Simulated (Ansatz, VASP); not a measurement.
Sc4SiN: VASP beside Ansatz

```
Sc Si N
1.0
     0.00000    4.41375    4.41375
     4.41375    0.00000    4.41375
     4.41375    4.41375    0.00000
Sc Si N
4 1 1
Direct
  0.60938 0.13021 0.13021
  0.13021 0.13021 0.13021
  0.13021 0.60938 0.13021
  0.13021 0.13021 0.60938
  0.50000 0.50000 0.50000
  0.00000 0.00000 0.00000
```

Change from the starting cell: species swapped into the KClO4 type (F-43m, No. 216).

Alike in both runs: functional PBE; k mesh 4 × 4 × 4; occupations gaussian, width 0.1 eV; no spin polarisation.

Ansatz relaxed the structure, and its values are those at the end. VASP's run is a single point on that final structure, the one shown.

|  | VASP | Ansatz |
| --- | --- | --- |
| version | VASP 6.6.1 | Ansatz 0.2.0 |
| potentials or method | VASP PAW PBE potentials, release 64 (Sc_sv, Si, N), cutoff 600 eV | scalar-relativistic, plane waves, PAW |
| valence electrons in the cell | 53 | 53 |

|  | VASP | Ansatz | Ansatz less VASP |
| --- | --- | --- | --- |
| gap on the k mesh at the Fermi level (eV) | none | none | - |
| pressure (GPa) | 0.2 | 0.0 | -0.20 |
| rms of the force components (eV/Å) | 0.039 | 0.002 | -0.0365 |

A gap of «none» marks a metal or a gap that the smearing closes.
